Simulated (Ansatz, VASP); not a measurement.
This is a calculation of B for Ansatz 0.2.0.

File input.yaml:

```yaml
crystal:
  lattice:
    - [2.3921238388, 0.0, 0.0]
    - [0.0, 2.3921238388, 0.0]
    - [0.0, 0.0, 1.6168918177]
  atoms:
    - { symbol: B, position: [0.5, 0.5, 0.5] }
hamiltonian:
  xc: b3lyp
  pseudopotentials: { kind: paw }
kpoints:
  mp_grid: { grid: [6, 6, 8] }
scf:
  occupations: { method: fermi_dirac, width: 0.05 }
output:
  forces: true
  stress: true
  eigenvalues: true
```

Potentials or basis: Ansatz PAW.

Command:

```sh
$ ansatz run input.yaml --threads 2 --pin off --max-ram 5632MiB --backend cpu --events-out ev --progress --plain --runs-dir out
```

Question: Translate it to VASP 6.6.1. Potentials there: VASP PAW PBE potentials, release 64 (B).

Answer: As run (the cutoff follows the program's own potentials):

The input POSCAR:

```
B
1.0
    2.3921238388      0.0000000000      0.0000000000
    0.0000000000      2.3921238388      0.0000000000
    0.0000000000      0.0000000000      1.6168918177
B
1
Direct
    0.5000000000      0.5000000000      0.5000000000
```

The input INCAR.step1:

```
SYSTEM = B
ALGO     = Normal         ! electronic algorithm
EDIFF    = 1E-5           ! SCF threshold, eV
ENCUT    = 520            ! plane-wave cutoff, eV
GGA      = PE             ! functional
ISIF     = 2              ! what is computed and relaxed
ISMEAR   = -1             ! smearing method
LASPH    = .TRUE.         ! aspherical terms in the spheres
LCHARG   = .FALSE.        ! write CHGCAR
LREAL    = .FALSE.        ! projectors in reciprocal space
LWAVE    = .TRUE.         ! write WAVECAR
NBANDS   = 8              ! bands
NELM     = 100            ! most SCF steps
PREC     = Accurate       ! precision mode
SIGMA    = 0.05           ! smearing width, eV
```

Contents of INCAR.step2:

```
SYSTEM = B
AEXX     = 0.2            ! exact-exchange fraction
AGGAC    = 0.81         
AGGAX    = 0.72         
ALDAC    = 0.19         
ALGO     = Normal         ! electronic algorithm
EDIFF    = 1E-6           ! SCF threshold, eV
ENCUT    = 520            ! plane-wave cutoff, eV
GGA      = B3             ! functional
ISIF     = 2              ! what is computed and relaxed
ISMEAR   = -1             ! smearing method
ISTART   = 1            
LASPH    = .TRUE.         ! aspherical terms in the spheres
LCHARG   = .FALSE.        ! write CHGCAR
LHFCALC  = .TRUE.         ! exact exchange
LREAL    = .FALSE.        ! projectors in reciprocal space
LWAVE    = .FALSE.        ! write WAVECAR
NBANDS   = 8              ! bands
NELM     = 100            ! most SCF steps
PREC     = Accurate       ! precision mode
PRECFOCK = Normal       
SIGMA    = 0.05           ! smearing width, eV
```

Contents of KPOINTS:

```
k-points
0
G
  6 6 8
  0 0 0
```

Potentials or basis: VASP PAW PBE potentials, release 64 (B).

Command:

```bash
$ cat potpaw_PBE.64/B/POTCAR > POTCAR
$ cp INCAR.step1 INCAR
$ mpirun -np 1 vasp_std > vasp.out
$ cp INCAR.step2 INCAR
$ mpirun -np 1 vasp_std > vasp.out
```

Both were run:

|  | VASP | Ansatz | Ansatz less VASP |
| --- | --- | --- | --- |
| gap on the k mesh at the Fermi level (eV) | none | none | - |
| pressure (GPa) | -7.5 | -7.2 | +0.30 |
| traceless stress, the component that is largest in VASP (GPa) | -29.54 | -28.92 | +0.618 |

VASP's potentials were made for PBE, not for B3LYP. A gap of «none» marks a metal or a gap that the smearing closes. With one functional, cell and mesh, what is left measures potentials, basis and numerics.

The k mesh is coarse, so the values compare programs but aren't converged.
